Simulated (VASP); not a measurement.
# Mg2Sn (Fm-3m) in VASP: notebook, part 2 of 2

VASP 6.6.1.

**3. Electric field gradients, LDA (26.25 Å³/atom)**

This run uses another cell than the first one, of 26.25 Å³/atom.

Input file INCAR:

```
  ALGO = Normal
  EDIFF = 1E-8
  ENCUT = 520
  GGA = CA
  GGA_COMPAT = False
  ISIF = 2
  ISMEAR = -1
  LASPH = True
  LCHARG = False
  LEFG = True
  LREAL = False
  LWAVE = False
  NBANDS = 16
  NELM = 120
  PREC = Accurate
  SIGMA = 0.08
```

Input file KPOINTS:

```
k-points
0
Gamma
  11 11 11
```

Input file POSCAR:

```
Mg2Sn
1.0
    0.0000000000      3.4018814470      3.4018814470
    3.4018814470      0.0000000000      3.4018814470
    3.4018814470      3.4018814470      0.0000000000
Mg Sn
2 1
Direct
    0.2500000000      0.2500000000      0.2500000000
    0.7500000000      0.7500000000      0.7500000000
    0.0000000000      0.0000000000      0.0000000000
```

Potentials or basis: VASP PAW LDA potentials, release 64 (Mg, Sn_d).

Launch:

```bash
cat potpaw_LDA.64/Mg/POTCAR potpaw_LDA.64/Sn_d/POTCAR > POTCAR
mpirun -np 1 vasp_std > vasp.out
```

OUTCAR:

```text
EDIFF = 1E-8
   ENCUT = 520
   GGA = CA
   ISIF = 2
   ISMEAR = -1
   LASPH = True
   LREAL = False
   NELM = 120
   PREC = Accurate

 ion  position               nearest neighbor table
   1  0.250  0.250  0.250-   3 2.95   3 2.95   3 2.95   3 2.95   2 3.40   2 3.40   2 3.40   2 3.40
                             2 3.40   2 3.40
   2  0.750  0.750  0.750-   3 2.95   3 2.95   3 2.95   3 2.95   1 3.40   1 3.40   1 3.40   1 3.40
                             1 3.40   1 3.40
   3  0.000  0.000  0.000-   2 2.95   2 2.95   2 2.95   1 2.95   2 2.95   1 2.95   1 2.95   1 2.95

  LATTYP: Found a face centered cubic cell.
 ALAT       =     6.8037628940

  Lattice vectors:

 A1 = (   0.0000000000,   3.4018814470,   3.4018814470)
 A2 = (   3.4018814470,   0.0000000000,   3.4018814470)
 A3 = (   3.4018814470,   3.4018814470,   0.0000000000)

Analysis of symmetry for initial positions (statically):
=====================================================================
 Subroutine PRICEL returns:
 Original cell was already a primitive cell.

[... 655 lines left out ...]
 -----------------------------------------------------------------------------------
      1.70094      1.70094      1.70094         0.000000      0.000000      0.000000
      5.10282      5.10282      5.10282        -0.000000     -0.000000     -0.000000
      0.00000      0.00000      0.00000        -0.000000     -0.000000     -0.000000
 -----------------------------------------------------------------------------------
    total drift:                               -0.000000      0.000000      0.000000

  FREE ENERGIE OF THE ION-ELECTRON SYSTEM (eV)
  ---------------------------------------------------
  free  energy   TOTEN  =        -8.8932986736 eV

  energy  without entropy=       -8.8860101021  energy(sigma->0) =       -8.88965439

 Electric field gradients (V/A^2)
---------------------------------------------------------------------
 ion       V_xx      V_yy      V_zz      V_xy      V_xz      V_yz
---------------------------------------------------------------------
   1       0.000    -0.000     0.000    -0.000    -0.000    -0.000
   2      -0.000    -0.000     0.000    -0.000    -0.000    -0.000
   3      -0.000    -0.000     0.000     0.001     0.001     0.001
---------------------------------------------------------------------

 Electric field gradients after diagonalization (V/A^2)
 (convention: |V_zz| > |V_xx| > |V_yy|)
----------------------------------------------------------------------
 ion       V_xx      V_yy      V_zz     asymmetry (V_yy - V_xx)/ V_zz
----------------------------------------------------------------------
   1       0.000     0.000    -0.000       0.000
   2       0.000     0.000    -0.000       0.000
   3      -0.001    -0.001     0.003       0.000
----------------------------------------------------------------------

           NMR quadrupolar parameters

 Cq : quadrupolar parameter    Cq=e*Q*V_zz/h
 eta: asymmetry parameters     (V_yy - V_xx)/ V_zz
 Q  : nuclear electric quadrupole moment in mb (millibarn)
----------------------------------------------------------------------
 ion       Cq(MHz)       eta       Q (mb)
----------------------------------------------------------------------
   1      -0.000       0.000       1.000
   2      -0.000       0.000       1.000
   3       0.000       0.000       1.000
----------------------------------------------------------------------
```

It took 88 s on 1 thread of Intel Xeon 8259CL, shared host; peak memory 0.22 GiB.

What came out:

- Free energy: -8.8933 eV
- Pressure: -2.8 GPa
- Band gap on the k mesh: zero (bands 9 and 10 overlap by 0.19 eV)
- Largest electric field gradient by atom: zero within the noise of the run

Caveat: spin-orbit coupling is left out, which moves the levels of the heavy elements.

**4. Electric field gradients, LDA (27.28 Å³/atom)**

This run uses another cell than the first one, of 27.28 Å³/atom.

Input file INCAR:

```
SYSTEM = Mg2Sn
PREC = Accurate
ENCUT = 520
EDIFF = 1E-8
ISMEAR = -1
SIGMA = 0.08
LREAL = .FALSE.
LASPH = .TRUE.
NELM = 120
ALGO = Normal
ISIF = 2
LWAVE = .FALSE.
LCHARG = .FALSE.
GGA = CA
LEFG = .TRUE.
NBANDS = 16
GGA_COMPAT = .FALSE.
```

Input file KPOINTS:

```
Automatic mesh
0
G
  11 11 11
  0 0 0
```

Input file POSCAR:

```
Mg2Sn
1.0
    0.0000000000      3.4457815334      3.4457815334
    3.4457815334      0.0000000000      3.4457815334
    3.4457815334      3.4457815334      0.0000000000
Mg Sn
2 1
Direct
    0.2500000000      0.2500000000      0.2500000000
    0.7500000000      0.7500000000      0.7500000000
    0.0000000000      0.0000000000      0.0000000000
```

Potentials or basis: VASP PAW LDA potentials, release 64 (Mg, Sn_d).

Launch:

```bash
cat potpaw_LDA.64/Mg/POTCAR potpaw_LDA.64/Sn_d/POTCAR > POTCAR
mpirun -np 1 vasp_std > vasp.out
```

OUTCAR:

```text
SYSTEM = Mg2Sn
   PREC = Accurate
   ENCUT = 520
   EDIFF = 1E-8
   ISMEAR = -1
   LREAL = .FALSE.
   LASPH = .TRUE.
   NELM = 120
   ISIF = 2
   GGA = CA

 ion  position               nearest neighbor table
   1  0.250  0.250  0.250-   3 2.98   3 2.98   3 2.98   3 2.98   2 3.45   2 3.45   2 3.45   2 3.45
                             2 3.45   2 3.45
   2  0.750  0.750  0.750-   3 2.98   3 2.98   3 2.98   3 2.98   1 3.45   1 3.45   1 3.45   1 3.45
                             1 3.45   1 3.45
   3  0.000  0.000  0.000-   2 2.98   2 2.98   2 2.98   1 2.98   2 2.98   1 2.98   1 2.98   1 2.98

  LATTYP: Found a face centered cubic cell.
 ALAT       =     6.8915630668

  Lattice vectors:

[... 678 lines left out ...]
---------------------------------------------------------------------
 ion       V_xx      V_yy      V_zz      V_xy      V_xz      V_yz
---------------------------------------------------------------------
   1      -0.000     0.000    -0.000    -0.000    -0.000    -0.000
   2      -0.000     0.000    -0.000    -0.000    -0.000    -0.000
   3      -0.000     0.000    -0.000    -0.000    -0.000    -0.000
---------------------------------------------------------------------

 Electric field gradients after diagonalization (V/A^2)
 (convention: |V_zz| > |V_xx| > |V_yy|)
----------------------------------------------------------------------
 ion       V_xx      V_yy      V_zz     asymmetry (V_yy - V_xx)/ V_zz
----------------------------------------------------------------------
   1       0.000     0.000    -0.000       0.000
   2       0.000     0.000    -0.000       0.000
   3       0.000     0.000    -0.001       0.000
----------------------------------------------------------------------

           NMR quadrupolar parameters

 Cq : quadrupolar parameter    Cq=e*Q*V_zz/h
 eta: asymmetry parameters     (V_yy - V_xx)/ V_zz
 Q  : nuclear electric quadrupole moment in mb (millibarn)
----------------------------------------------------------------------
 ion       Cq(MHz)       eta       Q (mb)
----------------------------------------------------------------------
   1      -0.000       0.000       1.000
   2      -0.000       0.000       1.000
   3      -0.000       0.000       1.000
----------------------------------------------------------------------
```

OSZICAR:

```text
N       E                     dE             d eps       ncg     rms          rms(c)
DAV:   1     0.921933251733E+02    0.92193E+02   -0.82938E+03  1800   0.115E+03
DAV:   2    -0.126500954815E+01   -0.93458E+02   -0.91035E+02  1840   0.294E+02
DAV:   3    -0.899980225808E+01   -0.77348E+01   -0.77049E+01  2432   0.754E+01
DAV:   4    -0.920544537486E+01   -0.20564E+00   -0.20562E+00  2064   0.132E+01
DAV:   5    -0.921362706112E+01   -0.81817E-02   -0.81816E-02  2752   0.240E+00    0.322E+00
DAV:   6    -0.890528594503E+01    0.30834E+00   -0.28452E-01  2160   0.209E+00    0.168E+00
DAV:   7    -0.882881758372E+01    0.76468E-01   -0.20016E-01  2304   0.247E+00    0.450E-01
DAV:   8    -0.882756250793E+01    0.12551E-02   -0.18029E-02  2216   0.147E+00    0.196E-01
DAV:   9    -0.882741707919E+01    0.14543E-03   -0.20305E-03  2320   0.522E-01    0.511E-02
DAV:  10    -0.882732450745E+01    0.92572E-04   -0.34688E-04  2256   0.107E-01    0.215E-02
DAV:  11    -0.882732762340E+01   -0.31160E-05   -0.30697E-05  2168   0.442E-02    0.102E-02
DAV:  12    -0.882732686006E+01    0.76334E-06   -0.23048E-06  2432   0.157E-02    0.383E-03
DAV:  13    -0.882732686732E+01   -0.72600E-08   -0.35520E-07  2136   0.645E-03    0.150E-03
DAV:  14    -0.882732686676E+01    0.56093E-09   -0.17317E-08  1608   0.141E-03
   1 F= -.88273269E+01 E0= -.88233407E+01  d E =-.797237E-02
```

Run time: 71 s. Hardware: 1 thread of Intel Xeon 8259CL, shared host; peak memory 0.22 GiB.

Results:

```yaml
Free_energy: -8.8273 eV
Pressure: -4.0 GPa
Band_gap_on_the_k_mesh: zero (bands 9 and 10 overlap by 0.25 eV)
Largest_electric_field_gradient_by_atom: zero within the noise of the run
```

Levels at points of the mesh, in eV from the Fermi level:
| k point | band 6 | band 7 | band 8 | band 9 | band 10 | band 11 | band 12 | band 13 |
| --- | --- | --- | --- | --- | --- | --- | --- | --- |
| (0.00, 0.00, 0.00) | -8.81 | 0.06 | 0.06 | 0.06 | 1.05 | 2.16 | 2.16 | 2.16 |

Caveat: the cell stands under tension; spin-orbit coupling is left out, which moves the levels of the heavy elements.

**5. Summary**

| cell | gap on the mesh (eV) | pressure (GPa) |
| --- | --- | --- |
| a = 4.763 Å, angles 60.0°, 3 atoms | none | -1.7 |
| a = 4.811 Å, angles 60.0°, 3 atoms | none | -2.8 |
| a = 4.873 Å, angles 60.0°, 3 atoms | none | -4.0 |

Alike in all rows: task electric field gradients; level LDA; potentials or basis VASP PAW LDA potentials, release 64 (Mg, Sn_d); no spin polarisation; k mesh 11 × 11 × 11; cutoff (eV) 520; smearing fermi-dirac 0.08 eV.

Caveats: spin-orbit coupling is left out, which moves the levels of the heavy elements; the cell stands under tension (at least some runs).

Total energies depend on the potentials used, so only differences within one code and one set of settings carry meaning.
